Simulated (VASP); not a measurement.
# Ti2B (P6/mmm) in VASP: single point with PBE

Aim: the single point of Ti2B with PBE.

Program: VASP 6.6.1. These are calculated values, not measurements. Logs are shortened: lines on timing, memory, paths and dates and some standing lists are left out, and cuts for length are marked.

## Step 1: The cell of the first run

It takes space group P6/mmm (No. 191, hexagonal). Conventional cell: a = 5.590 Å, b = 5.590 Å, c = 3.144 Å, α = 90.00°, β = 90.00°, γ = 120.00°. Ti (site symmetry mmm) has 4 B at 2.25 Å and 4 Ti at 2.80 Å within 3.0 Å. Within 4.1 Å of Ti (site symmetry 6/mmm) lie 14 Ti at 3.14 to 3.21 Å and 6 B at 3.23 Å. B (site symmetry -6m2) has 6 Ti at 2.25 Å within 3.0 Å.

The cell was generated, and may not be a known phase.

## Step 2: Single point, PBE, collinear spin

The input, INCAR:

```
PREC = Accurate
ENCUT = 520
EDIFF = 1E-7
ISMEAR = 0
SIGMA = 0.1
LREAL = F
LASPH = T
NELM = 150
ALGO = Fast
ISIF = 2
LWAVE = F
LCHARG = T
ISPIN = 2
MAGMOM = 1 1 1 1 0 0
LORBIT = 11
LMAXMIX = 4
GGA = PE
LELF = T
LVHAR = T
NBANDS = 40
```

The input, KPOINTS:

```
Automatic mesh
0
Gamma
  6 6 6
```

The input, POSCAR:

```
Ti2B
1.0
    5.5902253163      0.0000000000      0.0000000000
   -2.7951126581      4.8412771368      0.0000000000
    0.0000000000      0.0000000000      3.1438749522
Ti B
4 2
Direct
    0.5000000000      0.0000000000      0.0000000000
    0.0000000000      0.5000000000      0.0000000000
    0.5000000000      0.5000000000      0.0000000000
    0.0000000000      0.0000000000      0.5000000000
    0.3333333333      0.6666666667      0.5000000000
    0.6666666667      0.3333333333      0.5000000000
```

Potentials or basis: VASP PAW PBE potentials, release 64 (Ti_sv, B).

Run with:

```console
$ cat potpaw_PBE.64/Ti_sv/POTCAR potpaw_PBE.64/B/POTCAR > POTCAR
$ mpirun -np 1 vasp_std > vasp.out
```

OUTCAR:

```text
PREC = Accurate
   ENCUT = 520
   EDIFF = 1E-7
   ISMEAR = 0
   LREAL = F
   LASPH = T
   NELM = 150
   ISIF = 2
   ISPIN = 2
   LORBIT = 11
   GGA = PE

 ion  position               nearest neighbor table
   1  0.500  0.000  0.000-   5 2.25   6 2.25   5 2.25   6 2.25   3 2.80   3 2.80   2 2.80   2 2.80

   2  0.000  0.500  0.000-   5 2.25   6 2.25   5 2.25   6 2.25   3 2.80   3 2.80   1 2.80   1 2.80

   3  0.500  0.500  0.000-   5 2.25   6 2.25   5 2.25   6 2.25   1 2.80   1 2.80   2 2.80   2 2.80

   4  0.000  0.000  0.500-
   5  0.333  0.667  0.500-   1 2.25   1 2.25   2 2.25   2 2.25   3 2.25   3 2.25
   6  0.667  0.333  0.500-   1 2.25   1 2.25   2 2.25   2 2.25   3 2.25   3 2.25

  LATTYP: Found a hexagonal cell.
 ALAT       =     5.5902253163
 C/A-ratio  =     0.5623878778

  Lattice vectors:

 A1 = (   5.5902253163,   0.0000000000,   0.0000000000)
 A2 = (  -2.7951126581,   4.8412771368,   0.0000000000)
 A3 = (   0.0000000000,   0.0000000000,   3.1438749522)

Analysis of symmetry for initial positions (statically):
=====================================================================
 Subroutine PRICEL returns:
 Original cell was already a primitive cell.

 Routine SETGRP: Setting up the symmetry group for a
 hexagonal supercell.

 Subroutine GETGRP returns: Found 24 space group operations
 (whereof 24 operations were pure point group operations)
 out of a pool of 24 trial point group operations.

The static configuration has the point symmetry D_6h.

Analysis of symmetry for dynamics (positions and initial velocities):
=====================================================================
 Subroutine PRICEL returns:
 Original cell was already a primitive cell.

 Routine SETGRP: Setting up the symmetry group for a
 hexagonal supercell.

 Subroutine GETGRP returns: Found 24 space group operations
 (whereof 24 operations were pure point group operations)
 out of a pool of 24 trial point group operations.

The dynamic configuration has the point symmetry D_6h.

Analysis of structural, dynamic, and magnetic symmetry:
=====================================================================
 Subroutine PRICEL returns:
 Original cell was already a primitive cell.

 Routine SETGRP: Setting up the symmetry group for a
 hexagonal supercell.

 Subroutine GETGRP returns: Found 24 space group operations
 (whereof 24 operations were pure point group operations)
 out of a pool of 24 trial point group operations.

The overall configuration has the point symmetry D_6h.

 Subroutine INISYM returns: Found 24 space group operations
 (whereof 24 operations are pure point group operations),
 and found     1 'primitive' translations

----------------------------------------------------------------------------------------

                                     Primitive cell

  volume of cell :      85.0853

  direct lattice vectors                    reciprocal lattice vectors
     5.590225316  0.000000000  0.000000000     0.178883666  0.103278533  0.000000000
    -2.795112658  4.841277137  0.000000000     0.000000000  0.206557066  0.000000000
     0.000000000  0.000000000  3.143874952     0.000000000  0.000000000  0.318078809

  length of vectors
     5.590225316  5.590225316  3.143874952     0.206557066  0.206557066  0.318078809

  position of ions in fractional coordinates (direct lattice)
     0.500000000  0.000000000  0.000000000
     0.000000000  0.500000000  0.000000000
     0.500000000  0.500000000  0.000000000
     0.000000000  0.000000000  0.500000000
     0.333333333  0.666666667  0.500000000
     0.666666667  0.333333333  0.500000000

  ion indices of the primitive-cell ions
   primitive index   ion index
                 1           1
                 2           2
                 3           3
                 4           4
                 5           5
                 6           6

----------------------------------------------------------------------------------------

 KPOINTS: Automatic mesh

Automatic generation of k-mesh.
 Grid dimensions read from file:
 generate k-points for:    6    6    6

 Generating k-lattice:

  Cartesian coordinates                     Fractional coordinates (reciprocal lattice)
     0.029813944  0.017213089  0.000000000     0.166666667  0.000000000  0.000000000
     0.000000000  0.034426178  0.000000000     0.000000000  0.166666667  0.000000000
     0.000000000  0.000000000  0.053013135     0.000000000  0.000000000  0.166666667

  Length of vectors
     0.034426178  0.034426178  0.053013135

  Shift w.r.t. Gamma in fractional coordinates (k-lattice)
     0.000000000  0.000000000  0.000000000

 Subroutine IBZKPT returns following result:
 ===========================================

 Found     28 irreducible k-points:

 Following reciprocal coordinates:
            Coordinates               Weight
  0.000000  0.000000  0.000000      1.000000
  0.166667 -0.000000  0.000000      6.000000
  0.333333 -0.000000  0.000000      6.000000
  0.500000  0.000000  0.000000      3.000000
  0.166667  0.166667  0.000000      6.000000
  0.333333  0.166667  0.000000     12.000000
[... 16 lines left out ...]
  0.166667 -0.000000  0.500000      6.000000
  0.333333 -0.000000  0.500000      6.000000
 [... further k-points ...]
   k-points           NKPTS =     28   k-points in BZ     NKDIM =     28   number of bands    NBANDS=     40
   number of dos      NEDOS =    301   number of ions     NIONS =      6
   total plane-waves  NPLWV =  42336
   dimension x,y,z NGX =    42 NGY =   42 NGZ =   24
   dimension x,y,z NGXF=    84 NGYF=   84 NGZF=   48
   ions per type =               4   2
   NGX,Y,Z   is equivalent  to a cutoff of  12.49, 12.49, 12.69 a.u.
   NGXF,Y,Z  is equivalent  to a cutoff of  24.98, 24.98, 25.38 a.u.
 SYSTEM =  unknown system
   PREC   = accura    normal or accurate (medium, high low for compatibility)
   ISTART =      0    job   : 0-new  1-cont  2-samecut
   ICHARG =      2    charge: 1-file 2-atom 10-const
   ISPIN  =      2    spin polarized calculation?
   LNONCOLLINEAR =      F non collinear calculations
   LSORBIT =      F    spin-orbit coupling
   LASPH  =      T    aspherical Exc in radial PAW
   ENCUT  =  520.0 eV  38.22 Ry    6.18 a.u.  10.39 10.39  5.85*2*pi/ulx,y,z
   NELM   =    150;   NELMIN=  2; NELMDL= -5     # of ELM steps
   EDIFF  = 0.1E-06   stopping-criterion for ELM
   LREAL  =      F    real-space projection
   EDIFFG = 0.1E-05   stopping-criterion for IOM
   NSW    =      0    number of steps for IOM
   IBRION =     -1    ionic relax: 0-MD 1-quasi-New 2-CG
   NFREE  =      0    steps in history (QN), initial steepest desc. (CG)
   ISIF   =      2    stress and relaxation
   ISYM   =      2    0-nonsym 1-usesym 2-fastsym
   POTIM  = 0.5000    time-step for ionic-motion
   TEBEG  =    0.0;   TEEND  =   0.0 temperature during run
   PSTRESS=    0.0 pullay stress
   NELECT =      54.0000    total number of electrons
   NUPDOWN=      -1.0000    fix difference up-down
   EMIN   =  10.00;   EMAX   =-10.00  energy-range for DOS
   EFERMI =   0.00;   METHOD = LEGACY
   ISMEAR =     0;   SIGMA  =   0.10  broadening in eV -4-tet -1-fermi 0-gaus
   EFERMI_NEDOS =   21; number of points for ismear=-14 and -15
   IALGO  =     68    algorithm
   IMIX   =      4    mixing-type and parameters
     AMIX     =   0.40;   BMIX     =  1.00
     AMIX_MAG =   1.60;   BMIX_MAG =  1.00
  volume/ion in A,a.u.               =      14.18        95.70
  Fermi-wavevector in a.u.,A,eV,Ry     =   1.406872  2.658603 26.929858  1.979289
  Thomas-Fermi vector in A             =   2.529188
   LORBIT       =     11    0 simple, 1 ext, 2 COOP (PROOUT), +10 PAW based schemes
   GGA     = PE    functional components
   LHFCALC =     F    Hartree Fock is set to
   AEXX    =    0.0000 exact exchange contribution
   IVDW    =     0    specifies the selected vdW correction
   LEPSILON=     F    determine dielectric tensor
   LRPA    =     F    only Hartree local field effects (RPA)
 spin polarized calculation
 RMM-DIIS sequential band-by-band and
 Gauss-broadening in eV      SIGMA  =   0.10
  energy-cutoff  :      520.00
  volume of cell :       85.09
 maximum number of plane-waves:      2328
 NGX is ok and might be reduce to    42
   NGX = 21   NGY = 21   NGZ = 11

 number of electron      54.0000000 magnetization      -0.0000065

 number of electron      54.0000000 magnetization       0.0001928

 Free energy of the ion-electron system (eV)
  ---------------------------------------------------
  ext. energy  EPLUGINS =         0.00000000
  ---------------------------------------------------
  free energy    TOTEN  =       -45.85910305 eV

  energy without entropy =      -45.83465911  energy(sigma->0) =      -45.84688108

 E-fermi :   7.4363     XC(G=0): -11.4804

 val. band max:        7.4219525818   @ k =   0.3333   0.3333   0.5000
 cond. band min:       7.4890861185   @ k =   0.3333   0.3333   0.1667
 fundamental gap:      0.0671335366
 Fermi energy:         7.4362684892

 spin component 1

 k-point     1 :       0.0000    0.0000    0.0000
  band No.  band energies     occupation
      1     -49.9602      1.00000
      2     -49.0776      1.00000
      3     -48.9791      1.00000
      4     -48.9791      1.00000
      5     -26.2732      1.00000
      6     -26.2732      1.00000
[... 31 lines left out ...]
     38      10.5385      0.00000
     39      13.1153      0.00000

 k-point     2 :       0.1667   -0.0000    0.0000
  band No.  band energies     occupation
      1     -49.9601      1.00000
      2     -49.0719      1.00000
      3     -48.9850      1.00000
      4     -48.9791      1.00000
      5     -26.2714      1.00000
      6     -26.2692      1.00000
[... 913 lines left out ...]
     38      10.5517      0.00000
     39      11.0704      0.00000

 k-point    24 :       0.3333   -0.0000    0.5000
  band No.  band energies     occupation
      1     -49.9456      1.00000
      2     -49.0399      1.00000
      3     -48.9834      1.00000
      4     -48.9625      1.00000
      5     -26.2459      1.00000
      6     -26.2426      1.00000
[... 31 lines left out ...]
     38      10.3293      0.00000
     39      10.6580      0.00000

 [... further k-points ...]

 spin component 2

 k-point     1 :       0.0000    0.0000    0.0000
  band No.  band energies     occupation
      1     -49.9604      1.00000
      2     -49.0775      1.00000
      3     -48.9790      1.00000
      4     -48.9790      1.00000
      5     -26.2733      1.00000
      6     -26.2733      1.00000
[... 31 lines left out ...]
     38      10.5500      0.00000
     39      13.1155      0.00000

 k-point     2 :       0.1667   -0.0000    0.0000
  band No.  band energies     occupation
      1     -49.9603      1.00000
      2     -49.0718      1.00000
      3     -48.9849      1.00000
      4     -48.9790      1.00000
      5     -26.2715      1.00000
      6     -26.2693      1.00000
[... 913 lines left out ...]
     38      10.5518      0.00000
     39      11.0827      0.00000

 k-point    24 :       0.3333   -0.0000    0.5000
  band No.  band energies     occupation
      1     -49.9458      1.00000
      2     -49.0397      1.00000
      3     -48.9833      1.00000
      4     -48.9624      1.00000
      5     -26.2460      1.00000
      6     -26.2427      1.00000
[... 31 lines left out ...]
     38      10.3294      0.00000
     39      10.6581      0.00000

 [... further k-points ...]

 [bands above 39 left out]

------------------------ aborting loop because EDIFF is reached ----------------------------------------

  FORCE on cell =-STRESS in cart. coord.  units (eV):
  Direction    XX          YY          ZZ          XY          YZ          ZX
  --------------------------------------------------------------------------------------
  -------------------------------------------------------------------------------------
  Total       -0.1899717     -0.1899717      0.0290418     -0.0000000      0.0000000      0.0000000
  in kB       -3.5772152     -3.5772152      0.5468652     -0.0000000      0.0000000      0.0000000
  external PRESSURE =      -2.2025218 kB  Pullay stress =       0.0000000 kB

 VOLUME and BASIS-vectors are now :
 -----------------------------------------------------------------------------
  energy-cutoff  :      520.00
  volume of cell :       85.09
      direct lattice vectors                 reciprocal lattice vectors
     5.590225316  0.000000000  0.000000000     0.178883666  0.103278533  0.000000000
    -2.795112658  4.841277137  0.000000000     0.000000000  0.206557066  0.000000000
     0.000000000  0.000000000  3.143874952     0.000000000  0.000000000  0.318078809

 POSITION                                       TOTAL-FORCE (eV/Angst)
 -----------------------------------------------------------------------------------
      2.79511      0.00000      0.00000        -0.000000      0.000000     -0.000000
     -1.39756      2.42064      0.00000        -0.000000      0.000000     -0.000000
      1.39756      2.42064      0.00000        -0.000000      0.000000     -0.000000
      0.00000      0.00000      1.57194        -0.000000      0.000000     -0.000000
     -0.00000      3.22752      1.57194         0.000000      0.000000      0.000000
      2.79511      1.61376      1.57194        -0.000000      0.000000     -0.000000
 -----------------------------------------------------------------------------------
    total drift:                                0.000000      0.000000     -0.000000

  FREE ENERGIE OF THE ION-ELECTRON SYSTEM (eV)
  ---------------------------------------------------
  free  energy   TOTEN  =       -45.8591030490 eV

  energy  without entropy=      -45.8346591093  energy(sigma->0) =      -45.84688108

 total charge

# of ion       s       p       d       tot
------------------------------------------
    1        2.227   6.204   1.906  10.337
    2        2.227   6.204   1.906  10.337
    3        2.227   6.204   1.906  10.337
    4        2.176   6.089   1.696   9.961
    5        0.754   1.107   0.000   1.862
    6        0.754   1.107   0.000   1.862
--------------------------------------------------
tot         10.367  26.914   7.413  44.695

 magnetization (x)

# of ion       s       p       d       tot
------------------------------------------
    1        0.000   0.000   0.000   0.000
    2        0.000   0.000   0.000   0.000
    3        0.000   0.000   0.000   0.000
    4       -0.000  -0.000  -0.000  -0.000
    5       -0.000  -0.000   0.000  -0.000
    6       -0.000  -0.000   0.000  -0.000
--------------------------------------------------
tot         -0.000   0.000   0.000   0.000
```

Wall time 35 min (1 thread of AMD EPYC, shared host); peak memory 0.28 GiB.

Results:

```
Free energy                                           : -45.8591 eV
Pressure                                              : -0.2 GPa
Band gap on the k mesh                                : zero (filled and empty bands overlap)
Net moment                                            : 0.00 μB per cell
Valence electrons inside the program's atomic spheres : Ti 10.34, 9.96 (each value once); B 1.86
```

Stress tensor (GPa, compression positive):
```
-0.36  0.00  0.00
 0.00 -0.36  0.00
 0.00  0.00  0.05
```

Levels at points of the mesh, in eV from the Fermi level:
Spin up:
```tsv
k point	band 24	band 25	band 26	band 27	band 28	band 29	band 30	band 31
(0.00, 0.00, 0.00)	-0.76	-0.76	-0.31	-0.31	0.65	0.65	0.76	0.95
(0.50, 0.00, 0.00)	-1.22	-0.64	-0.35	-0.14	-0.02	0.14	0.68	1.03
(0.00, 0.00, 0.50)	-1.05	-0.60	-0.34	-0.34	-0.34	-0.34	1.35	1.35
(0.50, 0.00, 0.50)	-1.39	-0.98	-0.78	-0.26	0.41	0.62	0.73	1.11
```
Spin down:
```
           k point  band 24  band 25  band 26  band 27  band 28  band 29  band 30  band 31
(0.00, 0.00, 0.00)    -0.76    -0.76    -0.31    -0.31     0.65     0.65     0.76     0.95
(0.50, 0.00, 0.00)    -1.22    -0.64    -0.35    -0.14    -0.02     0.14     0.68     1.03
(0.00, 0.00, 0.50)    -1.05    -0.60    -0.34    -0.34    -0.34    -0.34     1.35     1.35
(0.50, 0.00, 0.50)    -1.39    -0.98    -0.78    -0.26     0.41     0.62     0.73     1.11
```

The gap in the log of VASP goes by the Fermi energy; the results here count the filled bands.